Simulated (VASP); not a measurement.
# Ga2O3: single point with PBE

Crystal: Ga2O3.

```
Ga O
1.0
     3.05451    0.00000    0.00000
    -1.52726    2.64529    0.00000
     0.00000    0.00000    7.58038
Ga O
2 3
Direct
  0.33333 0.66667 0.18865
  0.66667 0.33333 0.81135
  0.00000 0.00000 0.00000
  0.33333 0.66667 0.71290
  0.66667 0.33333 0.28710
```

This cell differs from its parent crystal: volume changed by +3%.

| Quantity | Value |
| --- | --- |
| Program | VASP 6.6.1 |
| Task | single point |
| Functional | PBE |
| Potentials or basis | VASP PAW PBE potentials, release 64 (Ga_d, O) |
| Cutoff | 520 eV |
| k mesh | 9 × 9 × 4 |
| Occupations | gaussian, width 0.01 eV |
| Spin | no spin polarisation |

- Pressure: -3.8 GPa
- Largest force: 0.256 eV/Å
- Band gap on the k mesh: 2.33 eV, indirect (least direct gap 2.35 eV)

Forces in eV/Å, atoms in the order of the input:
```
Ga   0.000  0.000  0.067
Ga   0.000  0.000 -0.067
O    0.000  0.000  0.000
O    0.000  0.000  0.256
O    0.000  0.000 -0.256
```

Stress tensor (GPa, compression positive):
```
-4.36  0.00  0.00
 0.00 -4.36  0.00
 0.00  0.00 -2.61
```

Levels at points of the mesh, in eV from the valence-band top:
```csv
k point,band 20,band 21,band 22,band 23,band 24,band 25
"(0.00, 0.00, 0.00)",-0.60,-0.60,-0.02,2.33,5.08,6.36
"(0.00, 0.00, 0.50)",-0.60,-0.60,-0.58,2.93,4.62,6.48
```

Run time: 71 s on 1 thread of Intel(R) Xeon(R) Platinum 8488C (Sapphire Rapids), on a shared host, peak memory 0.21 GiB.

 A k mesh can miss the band edges.
